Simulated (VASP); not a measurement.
# TlCo2 (P6/mmm) in VASP: single point with PBE

Aim: the single point of TlCo2 with PBE.

Program: VASP 6.6.1. These are calculated values, not measurements. Logs are shortened: lines on timing, memory, paths and dates and some standing lists are left out, and cuts for length are marked.

**1. The cell of the first run**

Symmetry: P6/mmm, No. 191, hexagonal system. The conventional cell has a = 4.161 Å, b = 4.161 Å, c = 3.057 Å, α = 90.00°, β = 90.00°, γ = 120.00°. Tl (site symmetry 6/mmm) has 12 Co at 2.85 Å and 2 Tl at 3.06 Å within 3.8 Å. Within 3.2 Å of Co (site symmetry -6m2) lie 5 Co at 2.40 to 3.06 Å and 6 Tl at 2.85 Å.

**2. Single point, PBE, collinear spin, ferromagnetic start**

The input, INCAR:

```
ALGO = Normal ; EDIFF = 1E-6
ENCUT = 690 ; GGA = PE
GGA_COMPAT = False ; ISIF = 2
ISMEAR = 0 ; ISPIN = 2
LASPH = True ; LCHARG = False
LMAXMIX = 4 ; LORBIT = 11
LREAL = False ; LWAVE = False
MAGMOM = 0 1.17 1.17 ; NBANDS = 34
NELM = 200 ; PREC = Accurate
SIGMA = 0.1
```

The input, KPOINTS:

```
k-points
0
Gamma
  6 6 4
```

The input, POSCAR:

```
TlCo2
1.0
    4.1612405376      0.0000000000      0.0000000000
   -2.0806202689      3.6037400168      0.0000000000
    0.0000000000      0.0000000000      3.0570814242
Tl Co
1 2
Direct
    0.0000000000      0.0000000000      0.0000000000
    0.3333333333      0.6666666667      0.5000000000
    0.6666666667      0.3333333333      0.5000000000
```

Potentials or basis: VASP PAW PBE potentials, release 64 (Tl_d, Co_sv).

Command:

```
cat potpaw_PBE.64/Tl_d/POTCAR potpaw_PBE.64/Co_sv/POTCAR > POTCAR
mpirun -np 1 vasp_std > vasp.out
```

OUTCAR:

```text
EDIFF = 1E-6
   ENCUT = 690
   GGA = PE
   ISIF = 2
   ISMEAR = 0
   ISPIN = 2
   LASPH = True
   LORBIT = 11
   LREAL = False
   NELM = 200
   PREC = Accurate

 ion  position               nearest neighbor table
   1  0.000  0.000  0.000-   2 2.85   3 2.85   2 2.85   3 2.85   3 2.85   3 2.85   2 2.85   2 2.85
                             3 2.85   3 2.85   2 2.85   2 2.85
   2  0.333  0.667  0.500-   3 2.40   3 2.40   3 2.40   1 2.85   1 2.85   1 2.85   1 2.85   1 2.85
                             1 2.85
   3  0.667  0.333  0.500-   2 2.40   2 2.40   2 2.40   1 2.85   1 2.85   1 2.85   1 2.85   1 2.85
                             1 2.85

  LATTYP: Found a hexagonal cell.
 ALAT       =     4.1612405376
 C/A-ratio  =     0.7346562633

  Lattice vectors:

 A1 = (   4.1612405376,   0.0000000000,   0.0000000000)
 A2 = (  -2.0806202689,   3.6037400168,   0.0000000000)
 A3 = (   0.0000000000,   0.0000000000,   3.0570814242)

Analysis of symmetry for initial positions (statically):
=====================================================================
 Subroutine PRICEL returns:
 Original cell was already a primitive cell.

 Routine SETGRP: Setting up the symmetry group for a
 hexagonal supercell.

 Subroutine GETGRP returns: Found 24 space group operations
 (whereof 24 operations were pure point group operations)
 out of a pool of 24 trial point group operations.

The static configuration has the point symmetry D_6h.

Analysis of symmetry for dynamics (positions and initial velocities):
=====================================================================
 Subroutine PRICEL returns:
 Original cell was already a primitive cell.

 Routine SETGRP: Setting up the symmetry group for a
 hexagonal supercell.

 Subroutine GETGRP returns: Found 24 space group operations
 (whereof 24 operations were pure point group operations)
 out of a pool of 24 trial point group operations.

The dynamic configuration has the point symmetry D_6h.

Analysis of structural, dynamic, and magnetic symmetry:
=====================================================================
 Subroutine PRICEL returns:
 Original cell was already a primitive cell.

 Routine SETGRP: Setting up the symmetry group for a
 hexagonal supercell.

[... 120 lines left out ...]
   IMIX   =      4    mixing-type and parameters
     AMIX     =   0.40;   BMIX     =  1.00
     AMIX_MAG =   1.60;   BMIX_MAG =  1.00
  volume/ion in A,a.u.               =      15.28       103.12
  Fermi-wavevector in a.u.,A,eV,Ry     =   1.650744  3.119454 37.075268  2.724955
  Thomas-Fermi vector in A             =   2.739642
   LORBIT       =     11    0 simple, 1 ext, 2 COOP (PROOUT), +10 PAW based schemes
   GGA     = PE    functional components
   LHFCALC =     F    Hartree Fock is set to
   AEXX    =    0.0000 exact exchange contribution
   IVDW    =     0    specifies the selected vdW correction
   LEPSILON=     F    determine dielectric tensor
   LRPA    =     F    only Hartree local field effects (RPA)
 spin polarized calculation
 Gauss-broadening in eV      SIGMA  =   0.10
  energy-cutoff  :      690.00
  volume of cell :       45.84
 maximum number of plane-waves:      1921
 NGX is ok and might be reduce to    36
   NGX = 17   NGY = 17   NGZ = 13

 number of electron      47.0000005 magnetization       3.1282474

 Free energy of the ion-electron system (eV)
  ---------------------------------------------------
  ext. energy  EPLUGINS =         0.00000000
  ---------------------------------------------------
  free energy    TOTEN  =       -14.72550660 eV

  energy without entropy =      -14.70602016  energy(sigma->0) =      -14.71576338

 E-fermi :  10.2211     XC(G=0): -12.4892

 val. band max:       10.2198766221   @ k =   0.3333   0.1667   0.0000
 cond. band min:      10.2315779679   @ k =   0.5000   0.0000   0.2500
 fundamental gap:      0.0117013457
 Fermi energy:        10.2210946494

 spin component 1

 k-point     1 :       0.0000    0.0000    0.0000
  band No.  band energies     occupation
      1     -85.6236      1.00000
      2     -85.5813      1.00000
      3     -48.9995      1.00000
      4     -48.9995      1.00000
      5     -48.8376      1.00000
      6     -48.8376      1.00000
[... 766 lines left out ...]
     33      23.0724      0.00000
     34      23.0747      0.00000
 Fermi energy:        10.2210946494

 spin component 2

 k-point     1 :       0.0000    0.0000    0.0000
  band No.  band energies     occupation
      1     -83.7073      1.00000
      2     -83.6620      1.00000
      3     -47.1498      1.00000
      4     -47.1498      1.00000
      5     -46.9744      1.00000
      6     -46.9744      1.00000
[... 766 lines left out ...]
     33      23.1266      0.00000
     34      23.4348      0.00000

------------------------ aborting loop because EDIFF is reached ----------------------------------------

  FORCE on cell =-STRESS in cart. coord.  units (eV):
  Direction    XX          YY          ZZ          XY          YZ          ZX
  --------------------------------------------------------------------------------------
  -------------------------------------------------------------------------------------
  Total       -0.1555633     -0.1555633     -0.1495293      0.0000000      0.0000000      0.0000000
  in kB       -5.4366900     -5.4366900     -5.2258088      0.0000000      0.0000000      0.0000000
  external PRESSURE =      -5.3663963 kB  Pullay stress =       0.0000000 kB

 VOLUME and BASIS-vectors are now :
 -----------------------------------------------------------------------------
  energy-cutoff  :      690.00
  volume of cell :       45.84
      direct lattice vectors                 reciprocal lattice vectors
     4.161240538  0.000000000  0.000000000     0.240312953  0.138744748  0.000000000
    -2.080620269  3.603740017  0.000000000     0.000000000  0.277489496  0.000000000
     0.000000000  0.000000000  3.057081424     0.000000000  0.000000000  0.327109377

 POSITION                                       TOTAL-FORCE (eV/Angst)
 -----------------------------------------------------------------------------------
      0.00000      0.00000      0.00000        -0.000000      0.000000      0.000000
     -0.00000      2.40249      1.52854         0.000000      0.000000     -0.000000
      2.08062      1.20125      1.52854        -0.000000      0.000000      0.000000
 -----------------------------------------------------------------------------------
    total drift:                                0.000000      0.000000     -0.000000

  FREE ENERGIE OF THE ION-ELECTRON SYSTEM (eV)
  ---------------------------------------------------
  free  energy   TOTEN  =       -14.7255065983 eV

  energy  without entropy=      -14.7060201594  energy(sigma->0) =      -14.71576338

 total charge

# of ion       s       p       d       tot
------------------------------------------
    1        0.980   0.729   9.664  11.374
    2        2.209   6.066   6.791  15.066
    3        2.209   6.066   6.791  15.066
--------------------------------------------------
tot          5.398  12.861  23.247  41.505

 magnetization (x)

# of ion       s       p       d       tot
------------------------------------------
    1        0.015  -0.042   0.001  -0.027
    2        0.002  -0.001   1.600   1.601
    3        0.002  -0.001   1.600   1.601
--------------------------------------------------
tot          0.019  -0.045   3.201   3.175
```

OSZICAR:

```text
N       E                     dE             d eps       ncg     rms          rms(c)
DAV:   1     0.946789573581E+03    0.94679E+03   -0.30066E+04  3584   0.378E+03
DAV:   2     0.763493154772E+02   -0.87044E+03   -0.83058E+03  4104   0.996E+02
DAV:   3    -0.137070870471E+02   -0.90056E+02   -0.87282E+02  4268   0.318E+02
DAV:   4    -0.159909888902E+02   -0.22839E+01   -0.22720E+01  4512   0.502E+01
DAV:   5    -0.160562537354E+02   -0.65265E-01   -0.65253E-01  3840   0.793E+00    0.169E+01
DAV:   6    -0.165443101955E+02   -0.48806E+00   -0.14161E+01  3816   0.771E+01    0.191E+01
DAV:   7    -0.147084713092E+02    0.18358E+01   -0.49043E+00  3616   0.486E+01    0.557E+00
DAV:   8    -0.147428035615E+02   -0.34332E-01   -0.23263E-01  4248   0.471E+00    0.411E+00
DAV:   9    -0.147268513187E+02    0.15952E-01   -0.34626E-02  4376   0.246E+00    0.155E+00
DAV:  10    -0.147248006682E+02    0.20507E-02   -0.95903E-03  4592   0.114E+00    0.487E-01
DAV:  11    -0.147254861862E+02   -0.68552E-03   -0.27380E-03  3624   0.830E-01    0.121E-01
DAV:  12    -0.147255014500E+02   -0.15264E-04   -0.17064E-04  4560   0.145E-01    0.700E-02
DAV:  13    -0.147255067112E+02   -0.52611E-05   -0.18757E-05  3760   0.572E-02    0.213E-02
DAV:  14    -0.147255065983E+02    0.11291E-06   -0.30943E-06  3128   0.263E-02
   1 F= -.14725507E+02 E0= -.14715763E+02  d E =-.194864E-01  mag=     3.1287
```

stdout:

```text
POSCAR found type information on POSCAR TlCo
 POSCAR found :  2 types and       3 ions
 scaLAPACK will be used
 LDA part: xc-table for (Slater+PW92), standard interpolation
 POSCAR, INCAR and KPOINTS ok, starting setup
 FFT: planning ... GRIDC
 FFT: planning ... GRID_SOFT
 FFT: planning ... GRID
 WAVECAR not read
 entering main loop
```

Run time: 38 s. Hardware: 1 thread of Intel Xeon 6975P-C (Granite Rapids), shared host; peak memory 0.25 GiB.

What came out:

```
Free energy                                           : -14.7255 eV
Pressure                                              : -0.5 GPa
Net moment                                            : 3.13 μB per cell
Site moments                                          : Tl -0.03; Co +1.60 μB
Valence electrons inside the program's atomic spheres : Tl 11.37; Co 15.07
```

Caveat: the k points lie up to 0.51 Å⁻¹ apart; spin-orbit coupling is left out, which moves the levels of the heavy elements.
